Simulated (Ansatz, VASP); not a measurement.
**BN in VASP and in Ansatz**

Contents of POSCAR:

```
BN
1.0
   -2.5439665234      0.0000000000      0.0000000000
   -1.2719832617     -2.2031396357      0.0000000000
    0.0000000000      0.0000000000     18.6232348039
B N
6 6
Direct
    0.6666666667      0.6666666667      0.1553001823
    0.6666666667      0.6666666667      0.3812407871
    0.6666666667      0.6666666667      0.6071813918
    0.3333333333      0.3333333333      0.0423298799
    0.3333333333      0.3333333333      0.2682704847
    0.3333333333      0.3333333333      0.4942110894
    0.6666666667      0.6666666667      0.0706630166
    0.6666666667      0.6666666667      0.2966036214
    0.6666666667      0.6666666667      0.5225442261
    0.3333333333      0.3333333333      0.6355145285
    0.3333333333      0.3333333333      0.1836333190
    0.3333333333      0.3333333333      0.4095739238
```

The input INCAR.step1:

```
  PREC = Accurate
  ENCUT = 520
  ISMEAR = 0
  SIGMA = 0.05
  LREAL = F
  LASPH = T
  NELM = 80
  NBANDS = 36
  GGA = PE
  ALGO = Normal
  EDIFF = 1E-4
  LWAVE = T
  LCHARG = F
```

The input INCAR.step2:

```
  PREC = Accurate
  ENCUT = 520
  EDIFF = 1E-6
  ISMEAR = 0
  SIGMA = 0.05
  LREAL = F
  LASPH = T
  NELM = 80
  ALGO = Normal
  ISIF = 2
  LWAVE = F
  LCHARG = F
  METAGGA = R2SCAN
  LMIXTAU = T
  NBANDS = 36
  ISTART = 1
```

Contents of KPOINTS:

```
Automatic mesh
0
Gamma
  10 10 2
```

Input for Ansatz:

```yaml
crystal:
  lattice:
    - [-2.5439665234, 0.0, 0.0]
    - [-1.2719832617, -2.2031396357, 0.0]
    - [0.0, 0.0, 18.6232348039]
  atoms:
    - { symbol: B, position: [0.6666666667, 0.6666666667, 0.1553001823] }
    - { symbol: B, position: [0.6666666667, 0.6666666667, 0.3812407871] }
    - { symbol: B, position: [0.6666666667, 0.6666666667, 0.6071813918] }
    - { symbol: B, position: [0.3333333333, 0.3333333333, 0.0423298799] }
    - { symbol: B, position: [0.3333333333, 0.3333333333, 0.2682704847] }
    - { symbol: B, position: [0.3333333333, 0.3333333333, 0.4942110894] }
    - { symbol: "N", position: [0.6666666667, 0.6666666667, 0.0706630166] }
    - { symbol: "N", position: [0.6666666667, 0.6666666667, 0.2966036214] }
    - { symbol: "N", position: [0.6666666667, 0.6666666667, 0.5225442261] }
    - { symbol: "N", position: [0.3333333333, 0.3333333333, 0.6355145285] }
    - { symbol: "N", position: [0.3333333333, 0.3333333333, 0.183633319] }
    - { symbol: "N", position: [0.3333333333, 0.3333333333, 0.4095739238] }
basis:
  ecutwfc: 500
kpoints:
  mp_grid: { grid: [10, 10, 2] }
hamiltonian:
  xc: r2scan
scf:
  occupations: { method: gaussian, width: 0.05 }
output:
  forces: true
  stress: true
  eigenvalues: true
  write_density: true
  write_potential: true
  elf: true
  volumetric_format: npy
```

Alike in both runs: task single point; functional r2SCAN; k mesh 10 × 10 × 2; occupations gaussian, width 0.05 eV; no spin polarisation.

|  | VASP | Ansatz |
| --- | --- | --- |
| version | VASP 6.6.1 | Ansatz 0.2.0 |
| potentials or method | VASP PAW PBE potentials, release 64 (B, N), cutoff 520 eV | scalar-relativistic, plane waves, PAW |
| valence electrons in the cell | 48 | 48 |

Ansatz gave:

| Quantity | Value |
| --- | --- |
| gap on the k mesh at the Fermi level (eV) | none |
| rms of the force components (eV/Å) | 0.795 |

Estimate VASP's values.

gap on the k mesh at the Fermi level (eV): none; rms of the force components (eV/Å): 0.793.

VASP's potentials were made for PBE, not for r2SCAN. Atom by atom the forces differ by 0.010 eV/Å (rms over components). A gap of «none» marks a metal or a gap that the smearing closes. The functional is the same, so the differences come from potentials, cutoffs and numerics. Ansatz's warnings: xc potential rough in thin density.
